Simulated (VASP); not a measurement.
# Rh (I4/mmm) in VASP: further runs

Rh is run at these levels: PBE; tasks: single point.

Everything below comes from runs of VASP 6.6.1. Logs are shortened: lines on timing, memory, paths and dates and some standing lists are left out, and cuts for length are marked.

## Step 1: The cell of the first run

It takes space group I4/mmm (No. 139, tetragonal). The conventional cell has a = 2.770 Å, b = 2.770 Å, c = 3.803 Å, α = 90.00°, β = 90.00°, γ = 90.00°. Within 3.6 Å of Rh (site symmetry 4/mmm) lie 12 Rh at 2.73 to 2.77 Å.

## Step 2: Single point, PBE (strain +0.030 along x and y, +0.000 along z)

INCAR

```
ALGO = Fast
EDIFF = 1E-6
ENCUT = 520
GGA = PE
ISIF = 2
ISMEAR = 0
LASPH = T
LCHARG = T
LELF = T
LREAL = F
LVHAR = T
LWAVE = F
NBANDS = 14
NELM = 100
PREC = Accurate
SIGMA = 0.15
```

KPOINTS

```
k-points
0
Gamma
  22 22 22
```

POSCAR

```
Rh
1.0
    0.0000000000      1.9585965000      1.9015500000
    1.9585965000      0.0000000000      1.9015500000
    1.9585965000      1.9585965000      0.0000000000
Rh
1
Direct
    0.0000000000      0.0000000000      0.0000000000
```

Potentials or basis: VASP PAW PBE potentials, release 64 (Rh_pv).

The run is started by

```
cat potpaw_PBE.64/Rh_pv/POTCAR > POTCAR
mpirun -np 1 vasp_std > vasp.out
```

OUTCAR:

```text
EDIFF = 1E-6
   ENCUT = 520
   GGA = PE
   ISIF = 2
   ISMEAR = 0
   LASPH = T
   LREAL = F
   NELM = 100
   PREC = Accurate

 ion  position               nearest neighbor table
   1  0.000  0.000  0.000-

  LATTYP: Found a body centered tetragonal cell.
 ALAT       =     2.7698737335
 C/A-ratio  =     1.3730228761

  Lattice vectors:

 A1 = (   0.0000000000,  -1.9585965000,  -1.9015500000)
 A2 = (   0.0000000000,   1.9585965000,  -1.9015500000)
 A3 = (   1.9585965000,   0.0000000000,   1.9015500000)

Analysis of symmetry for initial positions (statically):
=====================================================================
 Subroutine PRICEL returns:
 Original cell was already a primitive cell.

 Routine SETGRP: Setting up the symmetry group for a
 body centered tetragonal supercell.

 Subroutine GETGRP returns: Found 16 space group operations
 (whereof 16 operations were pure point group operations)
 out of a pool of 16 trial point group operations.

The static configuration has the point symmetry D_4h.

Analysis of symmetry for dynamics (positions and initial velocities):
=====================================================================
 Subroutine PRICEL returns:
 Original cell was already a primitive cell.

 Routine SETGRP: Setting up the symmetry group for a
 body centered tetragonal supercell.

 Subroutine GETGRP returns: Found 16 space group operations
 (whereof 16 operations were pure point group operations)
 out of a pool of 16 trial point group operations.

The dynamic configuration has the point symmetry D_4h.

 Subroutine INISYM returns: Found 16 space group operations
 (whereof 16 operations are pure point group operations),
 and found     1 'primitive' translations

----------------------------------------------------------------------------------------

                                     Primitive cell

  volume of cell :      14.5891

  direct lattice vectors                    reciprocal lattice vectors
     0.000000000  1.958596500  1.901550000    -0.255284843  0.255284843  0.262943388
     1.958596500  0.000000000  1.901550000     0.255284843 -0.255284843  0.262943388
     1.958596500  1.958596500  0.000000000     0.255284843  0.255284843 -0.262943388

  length of vectors
     2.729833814  2.729833814  2.769873734     0.446631758  0.446631758  0.446631758

  position of ions in fractional coordinates (direct lattice)
     0.000000000  0.000000000  0.000000000

  ion indices of the primitive-cell ions
   primitive index   ion index
                 1           1

----------------------------------------------------------------------------------------

 KPOINTS: k-points

Automatic generation of k-mesh.
 Grid dimensions read from file:
 generate k-points for:   22   22   22

 Generating k-lattice:

  Cartesian coordinates                     Fractional coordinates (reciprocal lattice)
    -0.011603856  0.011603856  0.011951972     0.045454545  0.000000000  0.000000000
     0.011603856 -0.011603856  0.011951972     0.000000000  0.045454545  0.000000000
     0.011603856  0.011603856 -0.011951972     0.000000000  0.000000000  0.045454545

  Length of vectors
     0.020301444  0.020301444  0.020301444

  Shift w.r.t. Gamma in fractional coordinates (k-lattice)
     0.000000000  0.000000000  0.000000000

 Subroutine IBZKPT returns following result:
 ===========================================

 Found    834 irreducible k-points:

 Following reciprocal coordinates:
            Coordinates               Weight
  0.000000  0.000000  0.000000      1.000000
  0.045455 -0.000000  0.000000      8.000000
  0.090909 -0.000000  0.000000      8.000000
  0.136364 -0.000000  0.000000      8.000000
  0.181818 -0.000000  0.000000      8.000000
  0.227273 -0.000000  0.000000      8.000000
[... 16 lines left out ...]
  0.500000  0.045455  0.000000      8.000000
 -0.454545  0.045455  0.000000      8.000000
 [... further k-points ...]
   k-points           NKPTS =    834   k-points in BZ     NKDIM =    834   number of bands    NBANDS=     14
   number of dos      NEDOS =    301   number of ions     NIONS =      1
   total plane-waves  NPLWV =   9600
   dimension x,y,z NGX =    20 NGY =   20 NGZ =   24
   dimension x,y,z NGXF=    40 NGYF=   40 NGZF=   48
   ions per type =               1
   NGX,Y,Z   is equivalent  to a cutoff of  12.18, 12.18, 14.40 a.u.
   NGXF,Y,Z  is equivalent  to a cutoff of  24.36, 24.36, 28.81 a.u.
 SYSTEM =  unknown system
   PREC   = accura    normal or accurate (medium, high low for compatibility)
   ISTART =      0    job   : 0-new  1-cont  2-samecut
   ICHARG =      2    charge: 1-file 2-atom 10-const
   ISPIN  =      1    spin polarized calculation?
   LNONCOLLINEAR =      F non collinear calculations
   LSORBIT =      F    spin-orbit coupling
   LASPH  =      T    aspherical Exc in radial PAW
   ENCUT  =  520.0 eV  38.22 Ry    6.18 a.u.   5.08  5.08  5.15*2*pi/ulx,y,z
   NELM   =    100;   NELMIN=  2; NELMDL= -5     # of ELM steps
   EDIFF  = 0.1E-05   stopping-criterion for ELM
   LREAL  =      F    real-space projection
   EDIFFG = 0.1E-04   stopping-criterion for IOM
   NSW    =      0    number of steps for IOM
   IBRION =     -1    ionic relax: 0-MD 1-quasi-New 2-CG
   NFREE  =      0    steps in history (QN), initial steepest desc. (CG)
   ISIF   =      2    stress and relaxation
   ISYM   =      2    0-nonsym 1-usesym 2-fastsym
   POTIM  = 0.5000    time-step for ionic-motion
   TEBEG  =    0.0;   TEEND  =   0.0 temperature during run
   PSTRESS=    0.0 pullay stress
   NELECT =      15.0000    total number of electrons
   NUPDOWN=      -1.0000    fix difference up-down
   EMIN   =  10.00;   EMAX   =-10.00  energy-range for DOS
   EFERMI =   0.00;   METHOD = LEGACY
   ISMEAR =     0;   SIGMA  =   0.15  broadening in eV -4-tet -1-fermi 0-gaus
   EFERMI_NEDOS =   21; number of points for ismear=-14 and -15
   IALGO  =     68    algorithm
   IMIX   =      4    mixing-type and parameters
     AMIX     =   0.40;   BMIX     =  1.00
     AMIX_MAG =   1.60;   BMIX_MAG =  1.00
  volume/ion in A,a.u.               =      14.59        98.45
  Fermi-wavevector in a.u.,A,eV,Ry     =   1.652327  3.122445 37.146419  2.730185
  Thomas-Fermi vector in A             =   2.740955
   LORBIT       =      0    0 simple, 1 ext, 2 COOP (PROOUT), +10 PAW based schemes
   GGA     = PE    functional components
   LHFCALC =     F    Hartree Fock is set to
   AEXX    =    0.0000 exact exchange contribution
   IVDW    =     0    specifies the selected vdW correction
   LEPSILON=     F    determine dielectric tensor
   LRPA    =     F    only Hartree local field effects (RPA)
 non-spin polarized calculation
 RMM-DIIS sequential band-by-band and
 Gauss-broadening in eV      SIGMA  =   0.15
  energy-cutoff  :      520.00
  volume of cell :       14.59
 maximum number of plane-waves:       407
   NGX = 11   NGY = 11   NGZ = 11

 number of electron      14.9999998 magnetization

 Free energy of the ion-electron system (eV)
  ---------------------------------------------------
  ext. energy  EPLUGINS =         0.00000000
  ---------------------------------------------------
  free energy    TOTEN  =        -7.24611151 eV

  energy without entropy =       -7.22942511  energy(sigma->0) =       -7.23776831

 E-fermi :  10.8389     XC(G=0): -13.6519

 val. band max:       10.8383462959   @ k =  -0.1364   0.3182   0.2273
 cond. band min:      10.8393665979   @ k =  -0.1818   0.3636   0.1818
 fundamental gap:      0.0010203020
 Fermi energy:        10.8388698402

 k-point     1 :       0.0000    0.0000    0.0000
  band No.  band energies     occupation
      1     -35.4345      2.00000
      2     -35.4345      2.00000
      3     -35.4191      2.00000
      4       3.3209      2.00000
      5       7.9501      2.00000
      6       7.9501      2.00000
      7       8.2356      2.00000
      8       9.7615      2.00000
      9      10.1051      2.00000
     10      26.8822      0.00000
     11      31.5547      0.00000
     12      31.7168      0.00000
     13      31.7168      0.00000
     14      32.5679      0.00000

 k-point     2 :       0.0455   -0.0000    0.0000
  band No.  band energies     occupation
      1     -35.4444      2.00000
      2     -35.4365      2.00000
      3     -35.4231      2.00000
      4       3.4001      2.00000
      5       7.9378      2.00000
      6       7.9804      2.00000
      7       8.2441      2.00000
      8       9.7480      2.00000
      9      10.0856      2.00000
     10      26.9902      0.00000
     11      31.3834      0.00000
     12      31.5573      0.00000
     13      31.8261      0.00000
     14      32.5167      0.00000

 k-point     3 :       0.0909   -0.0000    0.0000
  band No.  band energies     occupation
      1     -35.4787      2.00000
      2     -35.4422      2.00000
      3     -35.4292      2.00000
      4       3.6314      2.00000
      5       7.8819      2.00000
      6       8.0628      2.00000
      7       8.2927      2.00000
      8       9.7175      2.00000
      9      10.0357      2.00000
     10      27.2873      0.00000
     11      30.3861      0.00000
     12      31.5561      0.00000
     13      32.1463      0.00000
     14      32.7348      0.00000
[... 324 lines left out ...]
 k-point    23 :       0.5000    0.0455    0.0000
  band No.  band energies     occupation
      1     -36.0197      2.00000
      2     -35.5337      2.00000
      3     -35.5028      2.00000
      4       5.2678      2.00000
      5       7.8796      2.00000
      6       8.0772      2.00000
      7      10.6146      1.96549
      8      11.4337      0.00000
      9      12.3250      0.00000
     10      18.9340      0.00000
     11      26.4435      0.00000
     12      31.1704      0.00000
     13      31.5524      0.00000
     14      31.6760      0.00000

 k-point    24 :      -0.4545    0.0455    0.0000
  band No.  band energies     occupation
      1     -36.0149      2.00000
      2     -35.5308      2.00000
      3     -35.5045      2.00000
      4       5.2751      2.00000
      5       7.8809      2.00000
      6       8.0867      2.00000
      7      10.6155      1.96480
      8      11.3422      0.00000
      9      12.2376      0.00000
     10      19.0995      0.00000
     11      26.4767      0.00000
     12      31.4346      0.00000
     13      31.5153      0.00000
     14      31.5651      0.00000

 [... further k-points ...]
[... 5 lines left out ...]
  --------------------------------------------------------------------------------------
  -------------------------------------------------------------------------------------
  Total       -0.9695268     -0.9695268     -0.4311282      0.0000000      0.0000000      0.0000000
  in kB     -106.4737889   -106.4737889    -47.3466567      0.0000000      0.0000000      0.0000000
  external PRESSURE =     -86.7647448 kB  Pullay stress =       0.0000000 kB

 VOLUME and BASIS-vectors are now :
 -----------------------------------------------------------------------------
  energy-cutoff  :      520.00
  volume of cell :       14.59
      direct lattice vectors                 reciprocal lattice vectors
     0.000000000  1.958596500  1.901550000    -0.255284843  0.255284843  0.262943388
     1.958596500  0.000000000  1.901550000     0.255284843 -0.255284843  0.262943388
     1.958596500  1.958596500  0.000000000     0.255284843  0.255284843 -0.262943388

 POSITION                                       TOTAL-FORCE (eV/Angst)
 -----------------------------------------------------------------------------------
      0.00000      0.00000      0.00000        -0.000000      0.000000     -0.000000
 -----------------------------------------------------------------------------------
    total drift:                                0.000000     -0.000000      0.000000

  FREE ENERGIE OF THE ION-ELECTRON SYSTEM (eV)
  ---------------------------------------------------
  free  energy   TOTEN  =        -7.2461115051 eV

  energy  without entropy=       -7.2294251086  energy(sigma->0) =       -7.23776831
```

Run time: 85 s. Hardware: 1 thread of Intel Xeon Platinum 8488C (Sapphire Rapids), shared host; peak memory 0.26 GiB.

Results:

```yaml
Free_energy: -7.2461 eV
Pressure: -8.7 GPa
```

Stress tensor (GPa, compression positive):
```
-10.65   0.00   0.00
  0.00 -10.65   0.00
  0.00   0.00  -4.73
```

Caveat: the cell differs from its parent crystal (strain +0.030 along x and y, +0.000 along z).

## Step 3: Single point, PBE (strain +0.015 along x and y, +0.030 along z)

INCAR

```
SYSTEM = Rh
ALGO     = Fast           ! electronic algorithm
EDIFF    = 1E-7           ! SCF threshold, eV
ENCUT    = 520            ! plane-wave cutoff, eV
GGA      = PE             ! functional
ISIF     = 2              ! what is computed and relaxed
ISMEAR   = 0              ! smearing method
LASPH    = .True.         ! aspherical terms in the spheres
LCHARG   = .True.         ! write CHGCAR
LELF     = .True.         ! ELF
LREAL    = .False.        ! projectors in reciprocal space
LVHAR    = .True.       
LWAVE    = .False.        ! write WAVECAR
NBANDS   = 14             ! bands
NELM     = 100            ! most SCF steps
PREC     = Accurate       ! precision mode
SIGMA    = 0.15           ! smearing width, eV
```

KPOINTS

```
k-points
0
Gamma
  22 22 22
  0 0 0
```

POSCAR

```
Rh
1.0
    0.0000000000      1.9300732500      1.9585965000
    1.9300732500      0.0000000000      1.9585965000
    1.9300732500      1.9300732500      0.0000000000
Rh
1
Direct
    0.0000000000      0.0000000000      0.0000000000
```

Potentials or basis: VASP PAW PBE potentials, release 64 (Rh_pv).

The run is started by

```
cat potpaw_PBE.64/Rh_pv/POTCAR > POTCAR
mpirun -np 1 vasp_std > vasp.out
```

Run time: 93 s. Hardware: 1 thread of Intel Xeon Platinum 8488C (Sapphire Rapids), shared host; peak memory 0.25 GiB.

Results (log left out):

```
Free energy : -7.2499 eV
Pressure    : -8.8 GPa
```

Stress tensor (GPa, compression positive):
```
 -7.74   0.00   0.00
  0.00  -7.74   0.00
  0.00   0.00 -10.78
```

Levels at points of the mesh, in eV from the Fermi level:
| k point | band 3 | band 4 | band 5 | band 6 | band 7 | band 8 | band 9 | band 10 | band 11 | band 12 |
| --- | --- | --- | --- | --- | --- | --- | --- | --- | --- | --- |
| (0.00, 0.00, 0.00) | -46.27 | -7.52 | -2.90 | -2.75 | -2.75 | -0.99 | -0.81 | 16.03 | 20.71 | 20.88 |
| (0.50, 0.00, 0.00) | -46.34 | -5.63 | -2.94 | -2.79 | 0.48 | 0.55 | 0.81 | 8.06 | 15.51 | 20.63 |
| (0.50, 0.50, 0.00) | -46.48 | -5.76 | -5.42 | 0.50 | 0.88 | 0.88 | 3.01 | 11.28 | 13.16 | 13.16 |
| (0.50, 0.00, 0.50) | -46.49 | -5.77 | -5.42 | 0.48 | 0.83 | 0.96 | 3.31 | 11.68 | 12.83 | 12.96 |

Caveat: the cell differs from its parent crystal (strain +0.015 along x and y, +0.030 along z).

(Continued in part 2 of 2.)
